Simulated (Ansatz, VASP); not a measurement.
**One calculation of ZrN, two programs**

```
Zr N
1.0
     0.00000    2.28423    2.28423
     2.28423    0.00000    2.28423
     2.28423    2.28423    0.00000
Zr N
1 1
Cartesian
  2.2842 2.2842 2.2842
  0.0000 0.0000 0.0000
```

Alike in both runs: task single point; functional PBE; k mesh 6 × 6 × 6; occupations gaussian, width 0.05 eV; no spin polarisation.

|  | VASP | Ansatz |
| --- | --- | --- |
| version | VASP 6.6.1 | Ansatz 0.2.0 |
| potentials or method | VASP PAW PBE potentials, release 64 (Zr_sv, N), cutoff 600 eV | scalar-relativistic, plane waves, PAW |
| valence electrons in the cell | 17 | 17 |

Ansatz gave:

```
gap on the k mesh at the Fermi level (eV) : none
pressure (GPa)                            : 4.2
```

Q: Which values does VASP return?

A: gap on the k mesh at the Fermi level (eV): none; pressure (GPa): 4.4.

A gap of «none» marks a metal or a gap that the smearing closes. The functional is the same, so the differences come from potentials, cutoffs and numerics.

The k mesh is coarse, so the values compare programs but aren't converged.
